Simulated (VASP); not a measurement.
# FeGe (P6/mmm) in VASP: a series of runs, part 2 of 3

VASP 6.6.1. The steps go on from the part before.

## 3. Relaxation of shape and atoms at fixed volume, PBE (13.81 Å³/atom)

This run uses another cell than the first one, of 13.81 Å³/atom.

Contents of INCAR:

```
ALGO = Normal
EDIFF = 1E-7
EDIFFG = -0.01
ENCUT = 600
GGA = PE
IBRION = 2
ISIF = 4
ISMEAR = 0
LASPH = True
LCHARG = False
LREAL = False
LWAVE = False
NELM = 60
NSW = 60
PREC = Accurate
SIGMA = 0.05
```

Contents of KPOINTS:

```
k-points
0
Gamma
  10 10 10
```

Contents of POSCAR:

```
FeGe
1.0
    4.9603830343      0.0000000000      0.0000000000
   -2.4801915171      4.2958177202      0.0000000000
    0.0000000000      0.0000000000      3.8895623351
Fe Ge
3 3
Direct
    0.5000000000      0.0000000000      0.0000000000
    0.5000000000      0.5000000000      0.0000000000
    0.0000000000      0.5000000000      0.0000000000
    0.0000000000      0.0000000000      0.0000000000
    0.3333333333      0.6666666667      0.5000000000
    0.6666666667      0.3333333333      0.5000000000
```

Potentials or basis: VASP PAW PBE potentials, release 64 (Fe, Ge_d).

The run is started by

```
$ cat potpaw_PBE.64/Fe/POTCAR potpaw_PBE.64/Ge_d/POTCAR > POTCAR
$ mpirun -np 1 vasp_std > vasp.out
```

OUTCAR:

```text
EDIFF = 1E-7
   EDIFFG = -0.01
   ENCUT = 600
   GGA = PE
   IBRION = 2
   ISIF = 4
   ISMEAR = 0
   LASPH = True
   LREAL = False
   NELM = 60
   NSW = 60
   PREC = Accurate

 ion  position               nearest neighbor table
   1  0.500  0.000  0.000-   5 2.42   6 2.42   5 2.42   6 2.42   2 2.48   2 2.48   4 2.48   4 2.48
                             3 2.48   3 2.48
   2  0.500  0.500  0.000-   5 2.42   6 2.42   5 2.42   6 2.42   1 2.48   1 2.48   3 2.48   3 2.48
                             4 2.48   4 2.48
   3  0.000  0.500  0.000-   5 2.42   6 2.42   5 2.42   6 2.42   4 2.48   4 2.48   2 2.48   2 2.48
                             1 2.48   1 2.48
   4  0.000  0.000  0.000-   3 2.48   3 2.48   1 2.48   1 2.48   2 2.48   2 2.48
   5  0.333  0.667  0.500-   1 2.42   1 2.42   3 2.42   3 2.42   2 2.42   2 2.42   6 2.86   6 2.86
                             6 2.86
   6  0.667  0.333  0.500-   1 2.42   1 2.42   3 2.42   3 2.42   2 2.42   2 2.42   5 2.86   5 2.86
                             5 2.86

  LATTYP: Found a hexagonal cell.
 ALAT       =     4.9603830343
 C/A-ratio  =     0.7841254008

  Lattice vectors:

 A1 = (   4.9603830343,   0.0000000000,   0.0000000000)
 A2 = (  -2.4801915171,   4.2958177202,   0.0000000000)
 A3 = (   0.0000000000,   0.0000000000,   3.8895623351)

Analysis of symmetry for initial positions (statically):
=====================================================================
 Subroutine PRICEL returns:
 Original cell was already a primitive cell.

 Routine SETGRP: Setting up the symmetry group for a
 hexagonal supercell.

 Subroutine GETGRP returns: Found 24 space group operations
 (whereof 24 operations were pure point group operations)
 out of a pool of 24 trial point group operations.

The static configuration has the point symmetry D_6h.

Analysis of symmetry for dynamics (positions and initial velocities):
=====================================================================
 Subroutine PRICEL returns:
 Original cell was already a primitive cell.

 Routine SETGRP: Setting up the symmetry group for a
 hexagonal supercell.

 Subroutine GETGRP returns: Found 24 space group operations
 (whereof 24 operations were pure point group operations)
 out of a pool of 24 trial point group operations.

The dynamic configuration has the point symmetry D_6h.

 Subroutine INISYM returns: Found 24 space group operations
 (whereof 24 operations are pure point group operations),
 and found     1 'primitive' translations

----------------------------------------------------------------------------------------

                                     Primitive cell

  volume of cell :      82.8823

  direct lattice vectors                    reciprocal lattice vectors
     4.960383034  0.000000000  0.000000000     0.201597335  0.116392276  0.000000000
    -2.480191517  4.295817720  0.000000000     0.000000000  0.232784551  0.000000000
     0.000000000  0.000000000  3.889562335     0.000000000  0.000000000  0.257098335

  length of vectors
     4.960383034  4.960383034  3.889562335     0.232784551  0.232784551  0.257098335

  position of ions in fractional coordinates (direct lattice)
     0.500000000  0.000000000  0.000000000
     0.500000000  0.500000000  0.000000000
     0.000000000  0.500000000  0.000000000
     0.000000000  0.000000000  0.000000000
     0.333333333  0.666666667  0.500000000
     0.666666667  0.333333333  0.500000000

  ion indices of the primitive-cell ions
[... 60 lines left out ...]
 [... further k-points ...]
   k-points           NKPTS =     84   k-points in BZ     NKDIM =     84   number of bands    NBANDS=     39
   number of dos      NEDOS =    301   number of ions     NIONS =      6
   total plane-waves  NPLWV =  51200
   dimension x,y,z NGX =    40 NGY =   40 NGZ =   32
   dimension x,y,z NGXF=    80 NGYF=   80 NGZF=   64
   ions per type =               3   3
   NGX,Y,Z   is equivalent  to a cutoff of  13.41, 13.41, 13.68 a.u.
   NGXF,Y,Z  is equivalent  to a cutoff of  26.81, 26.81, 27.35 a.u.
 SYSTEM =  unknown system
   PREC   = accura    normal or accurate (medium, high low for compatibility)
   ISTART =      0    job   : 0-new  1-cont  2-samecut
   ICHARG =      2    charge: 1-file 2-atom 10-const
   ISPIN  =      1    spin polarized calculation?
   LNONCOLLINEAR =      F non collinear calculations
   LSORBIT =      F    spin-orbit coupling
   LASPH  =      T    aspherical Exc in radial PAW
   ENCUT  =  600.0 eV  44.10 Ry    6.64 a.u.   9.91  9.91  7.77*2*pi/ulx,y,z
   NELM   =     60;   NELMIN=  2; NELMDL= -5     # of ELM steps
   EDIFF  = 0.1E-06   stopping-criterion for ELM
   LREAL  =      F    real-space projection
   EDIFFG = -.1E-01   stopping-criterion for IOM
   NSW    =     60    number of steps for IOM
   IBRION =      2    ionic relax: 0-MD 1-quasi-New 2-CG
   NFREE  =      1    steps in history (QN), initial steepest desc. (CG)
   ISIF   =      4    stress and relaxation
   ISYM   =      2    0-nonsym 1-usesym 2-fastsym
   POTIM  = 0.5000    time-step for ionic-motion
   TEBEG  =    0.0;   TEEND  =   0.0 temperature during run
   PSTRESS=    0.0 pullay stress
   NELECT =      66.0000    total number of electrons
   NUPDOWN=      -1.0000    fix difference up-down
   EMIN   =  10.00;   EMAX   =-10.00  energy-range for DOS
   EFERMI =   0.00;   METHOD = LEGACY
   ISMEAR =     0;   SIGMA  =   0.05  broadening in eV -4-tet -1-fermi 0-gaus
   EFERMI_NEDOS =   21; number of points for ismear=-14 and -15
   IALGO  =     38    algorithm
   IMIX   =      4    mixing-type and parameters
     AMIX     =   0.40;   BMIX     =  1.00
     AMIX_MAG =   1.60;   BMIX_MAG =  1.00
  volume/ion in A,a.u.               =      13.81        93.22
  Fermi-wavevector in a.u.,A,eV,Ry     =   1.517407  2.867484 31.327759  2.302525
  Thomas-Fermi vector in A             =   2.626667
   LORBIT       =      0    0 simple, 1 ext, 2 COOP (PROOUT), +10 PAW based schemes
   GGA     = PE    functional components
   LHFCALC =     F    Hartree Fock is set to
   AEXX    =    0.0000 exact exchange contribution
   IVDW    =     0    specifies the selected vdW correction
   LEPSILON=     F    determine dielectric tensor
   LRPA    =     F    only Hartree local field effects (RPA)
 conjugate gradient relaxation of ions
 non-spin polarized calculation
 Gauss-broadening in eV      SIGMA  =   0.05
  energy-cutoff  :      600.00
  volume of cell :       82.88
 maximum number of plane-waves:      2786
 NGX is ok and might be reduce to    40
   NGX = 19   NGY = 19   NGZ = 15

 number of electron      66.0000004 magnetization

 Free energy of the ion-electron system (eV)
  ---------------------------------------------------
  ext. energy  EPLUGINS =         0.00000000
  ---------------------------------------------------
  free energy    TOTEN  =       -38.36379895 eV

  energy without entropy =      -38.34413988  energy(sigma->0) =      -38.35396941

 E-fermi :   7.1176     XC(G=0): -12.3093

 val. band max:        7.1160176480   @ k =   0.0000   0.0000   0.1000
 cond. band min:       7.1180448881   @ k =   0.3000   0.1000   0.1000
 fundamental gap:      0.0020272401
 Fermi energy:         7.1176138592

 k-point     1 :       0.0000    0.0000    0.0000
  band No.  band energies     occupation
      1     -17.6698      2.00000
      2     -17.5870      2.00000
      3     -17.5870      2.00000
      4     -17.4377      2.00000
      5     -17.4377      2.00000
      6     -17.3737      2.00000
[... 997 lines left out ...]
     38      10.1673      0.00000
     39      10.3618      0.00000

 [... further k-points ...]

------------------------ aborting loop because EDIFF is reached ----------------------------------------

  FORCE on cell =-STRESS in cart. coord.  units (eV):
  Direction    XX          YY          ZZ          XY          YZ          ZX
  --------------------------------------------------------------------------------------
  -------------------------------------------------------------------------------------
  Total        1.8798194      1.8798194      1.8375830      0.0000000     -0.0000000      0.0000000
  in kB       36.3383260     36.3383260     35.5218649      0.0000000     -0.0000000      0.0000000
  external PRESSURE =      36.0661723 kB  Pullay stress =       0.0000000 kB

 VOLUME and BASIS-vectors are now :
 -----------------------------------------------------------------------------
  energy-cutoff  :      600.00
  volume of cell :       82.88
      direct lattice vectors                 reciprocal lattice vectors
     4.960383034  0.000000000  0.000000000     0.201597335  0.116392276  0.000000000
    -2.480191517  4.295817720  0.000000000     0.000000000  0.232784551  0.000000000
     0.000000000  0.000000000  3.889562335     0.000000000  0.000000000  0.257098335

 POSITION                                       TOTAL-FORCE (eV/Angst)
 -----------------------------------------------------------------------------------
      2.48019      0.00000      0.00000        -0.000000      0.000000     -0.000000
      1.24010      2.14791      0.00000        -0.000000      0.000000     -0.000000
     -1.24010      2.14791      0.00000        -0.000000      0.000000     -0.000000
      0.00000      0.00000      0.00000        -0.000000      0.000000     -0.000000
     -0.00000      2.86388      1.94478        -0.000000      0.000000      0.000000
      2.48019      1.43194      1.94478         0.000000     -0.000000     -0.000000
 -----------------------------------------------------------------------------------
    total drift:                               -0.000000      0.000000     -0.000000

  FREE ENERGIE OF THE ION-ELECTRON SYSTEM (eV)
  ---------------------------------------------------
  free  energy   TOTEN  =       -38.3637989475 eV

  energy  without entropy=      -38.3441398804  energy(sigma->0) =      -38.35396941

 reached required accuracy - stopping structural energy minimisation
```

Run time: 7.9 min. Hardware: 1 thread of Intel Xeon Platinum 8375C at 2.90GHz (Ice Lake), shared host; peak memory 0.4 GiB.

What came out:

| Property | Result |
| --- | --- |
| Free energy | -38.3638 eV |
| Pressure after relaxing | 3.6 GPa |
| Band gap on the k mesh | zero (bands 33 and 34 overlap by 0.53 eV) |

Final structure:
```yaml
crystal:
  lattice:
    - [4.96038, 0.00000, 0.00000]
    - [-2.48019, 4.29582, 0.00000]
    - [0.00000, 0.00000, 3.88956]
  atoms:
    - { symbol: Fe, position: [0.50000, 0.00000, 0.00000] }
    - { symbol: Fe, position: [0.50000, 0.50000, 0.00000] }
    - { symbol: Fe, position: [0.00000, 0.50000, 0.00000] }
    - { symbol: Ge, position: [0.00000, 0.00000, 0.00000] }
    - { symbol: Ge, position: [0.33333, 0.66667, 0.50000] }
    - { symbol: Ge, position: [0.66667, 0.33333, 0.50000] }
```

Caveat: the run has no spin polarisation, though such a crystal can be magnetic.

(Part 2 of 3 ends here.)
